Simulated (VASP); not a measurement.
A run of VASP 6.6.1 is set up as follows.

Contents of INCAR:

```
PREC = Accurate
ENCUT = 600
EDIFF = 1E-7
ISMEAR = 0
SIGMA = 0.1
LREAL = False
LASPH = True
NELM = 80
ALGO = Normal
ISIF = 3
LWAVE = False
LCHARG = False
GGA = PE
IBRION = 2
NSW = 100
EDIFFG = -0.01
```

File KPOINTS:

```
Automatic mesh
0
Gamma
  10 10 10
```

Contents of POSCAR:

```
ZnBH6
1.0
    0.0000000000      3.1354272081      3.1354272081
    3.1354272081      0.0000000000      3.1354272081
    3.1354272081      3.1354272081      0.0000000000
Zn B H
1 1 6
Direct
    0.0000000000      0.0000000000      0.0000000000
    0.5000000000      0.5000000000      0.5000000000
    0.7175666136      0.2824333864      0.2824333864
    0.2824333864      0.7175666136      0.7175666136
    0.2824333864      0.7175666136      0.2824333864
    0.7175666136      0.2824333864      0.7175666136
    0.2824333864      0.2824333864      0.7175666136
    0.7175666136      0.7175666136      0.2824333864
```

Potentials or basis: VASP PAW PBE potentials, release 64 (Zn, B, H).

Command:

```bash
$ cat potpaw_PBE.64/Zn/POTCAR potpaw_PBE.64/B/POTCAR potpaw_PBE.64/H/POTCAR > POTCAR
$ mpirun -np 1 vasp_std > vasp.out
```

(1) Predict the band gap on the k mesh.

(2) Predict the relaxed volume.

(3) Estimate the space group after relaxing (to 0.1 Å).

Answers

(1) zero (an odd number of electrons rules out a gap without spin polarisation).

(2) 7.70 Å³/atom.

(3) Fm-3m (No. 225).
